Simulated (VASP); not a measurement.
# Pt (Im-3m) in VASP: single point with PBE

Aim: the single point of Pt with PBE.

Program: VASP 6.6.1. These are calculated values, not measurements. Logs are shortened: lines on timing, memory, paths and dates and some standing lists are left out, and cuts for length are marked.

## 1. The cell of the first run

It takes space group Im-3m (No. 229, cubic). The conventional cell has a = 3.165 Å, b = 3.165 Å, c = 3.165 Å, α = 90.00°, β = 90.00°, γ = 90.00°. Pt (site symmetry m-3m) has 14 Pt at 2.74 to 3.16 Å within 3.6 Å.

This isn't the form of Pt at room conditions, which is fcc.

## 2. Single point, PBE, non-collinear spin, zero start, spin-orbit coupling

INCAR

```
ALGO = Normal ; EDIFF = 1E-6
ENCUT = 520 ; GGA = PE
GGA_COMPAT = False ; ISIF = 2
ISMEAR = -1 ; LASPH = True
LCHARG = True ; LMAXMIX = 4
LORBIT = 11 ; LORBMOM = True
LREAL = False ; LSORBIT = True
LVHAR = True ; LWAVE = False
MAGMOM = 0 0 0 ; NBANDS = 21
NELM = 150 ; PREC = Accurate
SIGMA = 0.05
```

KPOINTS

```
k-points
0
Gamma
  18 18 18
```

POSCAR

```
Pt
1.0
   -1.5823661823      1.5823661823      1.5823661823
    1.5823661823     -1.5823661823      1.5823661823
    1.5823661823      1.5823661823     -1.5823661823
Pt
1
Direct
    0.0000000000      0.0000000000      0.0000000000
```

Potentials or basis: VASP PAW PBE potentials, release 64 (Pt).

Started as:

```sh
$ cat potpaw_PBE.64/Pt/POTCAR > POTCAR
$ mpirun -np 1 vasp_ncl > vasp.out
```

OUTCAR:

```text
EDIFF = 1E-6
   ENCUT = 520
   GGA = PE
   ISIF = 2
   ISMEAR = -1
   LASPH = True
   LORBIT = 11
   LREAL = False
   LSORBIT = True
   NELM = 150
   PREC = Accurate

 ion  position               nearest neighbor table
   1  0.000  0.000  0.000-

  LATTYP: Found a body centered cubic cell.
 ALAT       =     3.1647323646

  Lattice vectors:

 A1 = (  -1.5823661823,   1.5823661823,   1.5823661823)
 A2 = (   1.5823661823,  -1.5823661823,   1.5823661823)
 A3 = (   1.5823661823,   1.5823661823,  -1.5823661823)

Analysis of symmetry for initial positions (statically):
=====================================================================
 Subroutine PRICEL returns:
 Original cell was already a primitive cell.

 Routine SETGRP: Setting up the symmetry group for a
 body centered cubic supercell.

 Subroutine GETGRP returns: Found 48 space group operations
 (whereof 48 operations were pure point group operations)
 out of a pool of 48 trial point group operations.

The static configuration has the point symmetry O_h .

Analysis of symmetry for dynamics (positions and initial velocities):
=====================================================================
 Subroutine PRICEL returns:
 Original cell was already a primitive cell.

 Routine SETGRP: Setting up the symmetry group for a
 body centered cubic supercell.

 Subroutine GETGRP returns: Found 48 space group operations
 (whereof 48 operations were pure point group operations)
 out of a pool of 48 trial point group operations.

The dynamic configuration has the point symmetry O_h .

Analysis of structural, dynamic, and magnetic symmetry:
=====================================================================
 Subroutine PRICEL returns:
 Original cell was already a primitive cell.

 Routine SETGRP: Setting up the symmetry group for a
 body centered cubic supercell.

 Subroutine GETGRP returns: Found 48 space group operations
 (whereof 48 operations were pure point group operations)
 out of a pool of 48 trial point group operations.

The overall configuration has the point symmetry O_h .

 Subroutine INISYM returns: Found 48 space group operations
 (whereof 48 operations are pure point group operations),
 and found     1 'primitive' translations

----------------------------------------------------------------------------------------
[... 147 lines left out ...]

 k-point     1 :       0.0000    0.0000    0.0000
  band No.  band energies     occupation
      1       0.6818      1.00000
      2       0.6818      1.00000
      3       6.2384      1.00000
      4       6.2384      1.00000
      5       6.2384      1.00000
      6       6.2384      1.00000
[... 565 lines left out ...]
     20      33.5395      0.00000
     21      34.5260      0.00000

 [... further k-points ...]

------------------------ aborting loop because EDIFF is reached ----------------------------------------

  FORCE on cell =-STRESS in cart. coord.  units (eV):
  Direction    XX          YY          ZZ          XY          YZ          ZX
  --------------------------------------------------------------------------------------
  -------------------------------------------------------------------------------------
  Total       -0.0159079     -0.0159079     -0.0159079      0.0000000      0.0000000      0.0000000
  in kB       -1.6082085     -1.6082085     -1.6082085      0.0000000      0.0000000      0.0000000
  external PRESSURE =      -1.6082085 kB  Pullay stress =       0.0000000 kB

 VOLUME and BASIS-vectors are now :
 -----------------------------------------------------------------------------
  energy-cutoff  :      520.00
  volume of cell :       15.85
      direct lattice vectors                 reciprocal lattice vectors
    -1.582366182  1.582366182  1.582366182     0.000000000  0.315982486  0.315982486
     1.582366182 -1.582366182  1.582366182     0.315982486  0.000000000  0.315982486
     1.582366182  1.582366182 -1.582366182     0.315982486  0.315982486  0.000000000

 POSITION                                       TOTAL-FORCE (eV/Angst)
 -----------------------------------------------------------------------------------
      0.00000      0.00000      0.00000        -0.000000      0.000000     -0.000000
 -----------------------------------------------------------------------------------
    total drift:                                0.000000     -0.000000      0.000000

  FREE ENERGIE OF THE ION-ELECTRON SYSTEM (eV)
  ---------------------------------------------------
  free  energy   TOTEN  =        -6.3903138913 eV

  energy  without entropy=       -6.3823181934  energy(sigma->0) =       -6.38631604

 orbital moment (x)

 # of ion     p       d       tot
 ----------------------------------------
  1         0.000  -0.000   0.000
 ----------------------------------------
            0.000  -0.000   0.000

 orbital moment (y)

 # of ion     p       d       tot
 ----------------------------------------
  1         0.000  -0.000  -0.000
 ----------------------------------------
            0.000  -0.000  -0.000

 orbital moment (z)

 # of ion     p       d       tot
 ----------------------------------------
  1        -0.000   0.000  -0.000
 ----------------------------------------
           -0.000   0.000  -0.000

 Spin-Orbit-Coupling matrix elements

 Ion:    1  E_soc:     -0.7597896
 l=   1
     0.0000000    -0.0304802    -0.0304802
    -0.0304802     0.0000000    -0.0304802
    -0.0304802    -0.0304802     0.0000000
 l=   2
     0.0000000    -0.0190501     0.0000000    -0.0190501    -0.0771013
    -0.0190501     0.0000000    -0.0578260    -0.0190501    -0.0192753
     0.0000000    -0.0578260     0.0000000    -0.0578260     0.0000000
    -0.0190501    -0.0190501    -0.0578260     0.0000000    -0.0192753
    -0.0771013    -0.0192753     0.0000000    -0.0192753     0.0000000
 l=   3
     0.0000000     0.0000000     0.0000000     0.0000000     0.0000000     0.0000000     0.0000000
     0.0000000     0.0000000     0.0000000     0.0000000     0.0000000     0.0000000     0.0000000
     0.0000000     0.0000000     0.0000000     0.0000000     0.0000000     0.0000000     0.0000000
     0.0000000     0.0000000     0.0000000     0.0000000     0.0000000     0.0000000     0.0000000
     0.0000000     0.0000000     0.0000000     0.0000000     0.0000000     0.0000000     0.0000000
     0.0000000     0.0000000     0.0000000     0.0000000     0.0000000     0.0000000     0.0000000
     0.0000000     0.0000000     0.0000000     0.0000000     0.0000000     0.0000000     0.0000000

 total charge

# of ion       s       p       d       tot
------------------------------------------
    1        0.623   0.552   8.017   9.193

 magnetization (x)

# of ion       s       p       d       tot
------------------------------------------
    1       -0.000   0.000   0.000  -0.000

 magnetization (y)

# of ion       s       p       d       tot
------------------------------------------
    1        0.000  -0.000  -0.000   0.000

 magnetization (z)

# of ion       s       p       d       tot
------------------------------------------
    1       -0.000   0.000  -0.000  -0.000
```

OSZICAR:

```text
N       E                     dE             d eps       ncg     rms          rms(c)
DAV:   1     0.527499635606E+02    0.52750E+02   -0.49035E+03  8254   0.899E+02
DAV:   2    -0.548727056946E+01   -0.58237E+02   -0.54459E+02  9363   0.218E+02
DAV:   3    -0.674874278772E+01   -0.12615E+01   -0.12483E+01  9529   0.307E+01
DAV:   4    -0.675585649818E+01   -0.71137E-02   -0.71129E-02  9593   0.254E+00
DAV:   5    -0.675593512796E+01   -0.78630E-04   -0.78630E-04  9652   0.273E-01    0.124E+01
DAV:   6    -0.643005976657E+01    0.32588E+00   -0.40319E-01  8965   0.723E+00    0.686E+00
DAV:   7    -0.639375847077E+01    0.36301E-01   -0.67228E-02  9534   0.293E+00    0.287E+00
DAV:   8    -0.639060883239E+01    0.31496E-02   -0.27700E-03  9340   0.482E-01    0.127E+00
DAV:   9    -0.639033057372E+01    0.27826E-03   -0.51966E-04  9678   0.224E-01    0.156E-01
DAV:  10    -0.639030987379E+01    0.20700E-04   -0.33181E-05  9345   0.618E-02    0.279E-02
DAV:  11    -0.639031351506E+01   -0.36413E-05   -0.13736E-06  9547   0.992E-03    0.781E-03
DAV:  12    -0.639031389135E+01   -0.37629E-06   -0.10107E-07  5165   0.303E-03
   1 F= -.63903139E+01 E0= -.63863160E+01  d E =-.799570E-02  mag=     0.0000    -0.0000     0.0000
```

Wall time 40 s (1 thread of Intel Xeon 6975P-C (Granite Rapids), shared host); peak memory 0.22 GiB.

What came out:

```yaml
Free_energy: -6.3903 eV
Pressure: -0.2 GPa
Net_moment: 0.00 μB per cell
Valence_electrons_inside_the_program's_atomic_spheres: Pt 9.19
```

Moments on the atoms (μB; x, y, z):
```
Pt  0.00 0.00 0.00
```
